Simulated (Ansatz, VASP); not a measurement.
Two plane-wave programs on BN

File INCAR:

```
ALGO = Normal
EDIFF = 1E-6
ENCUT = 520
GGA = CA
ISIF = 2
ISMEAR = 0
LASPH = True
LCHARG = False
LREAL = False
LWAVE = False
NBANDS = 16
NELM = 80
PREC = Accurate
SIGMA = 0.05
```

Contents of KPOINTS:

```
k-points
0
Gamma
  12 12 4
```

File POSCAR:

```
BN
1.0
    2.5478973179      0.0000000000      0.0000000000
   -1.2739486590      2.2065438035      0.0000000000
    0.0000000000      0.0000000000      6.4922971558
B N
2 2
Direct
    0.3333333333      0.6666666667      0.2500000000
    0.6666666667      0.3333333333      0.7500000000
    0.3333333333      0.6666666667      0.7500000000
    0.6666666667      0.3333333333      0.2500000000
```

Input for Ansatz:

```yaml
crystal:
  lattice:
    - [2.5478973179, 0.0, 0.0]
    - [-1.273948659, 2.2065438035, 0.0]
    - [0.0, 0.0, 6.4922971558]
  atoms:
    - { symbol: B, position: [0.3333333333, 0.6666666667, 0.25] }
    - { symbol: B, position: [0.6666666667, 0.3333333333, 0.75] }
    - { symbol: "N", position: [0.3333333333, 0.6666666667, 0.75] }
    - { symbol: "N", position: [0.6666666667, 0.3333333333, 0.25] }
basis:
  ecutwfc: 520.0
kpoints:
  mp_grid: { grid: [12, 12, 4] }
hamiltonian:
  xc: lda
  pseudopotentials: { kind: paw, azcp: { folder: soft_1 } }
scf:
  occupations: { method: gaussian, width: 0.05 }
output:
  forces: true
  stress: true
  eigenvalues: true
```

Alike in both runs: task single point; functional LDA; k mesh 12 × 12 × 4; occupations gaussian, width 0.05 eV; no spin polarisation.

|  | VASP | Ansatz |
| --- | --- | --- |
| version | VASP 6.6.1 | Ansatz 0.2.0 |
| potentials or method | VASP PAW LDA potentials, release 64 (B, N), cutoff 520 eV | scalar-relativistic, plane waves, PAW |
| valence electrons in the cell | 16 | 16 |

|  | VASP | Ansatz | Ansatz less VASP |
| --- | --- | --- | --- |
| gap on the k mesh at the Fermi level (eV) | 3.93 | 3.94 | +0.011 |
| least direct gap on the mesh (eV) | 4.29 | 4.30 | +0.011 |
| pressure (GPa) | -15.7 | -16.2 | -0.54 |
| traceless stress, the component that is largest in VASP (GPa) | 15.36 | 16.08 | +0.717 |

Ansatz warns that its potentials were made for another functional, while VASP's fit it. LDA's correlation is that of Perdew and Zunger in VASP and of Perdew and Wang (1992) in Ansatz.
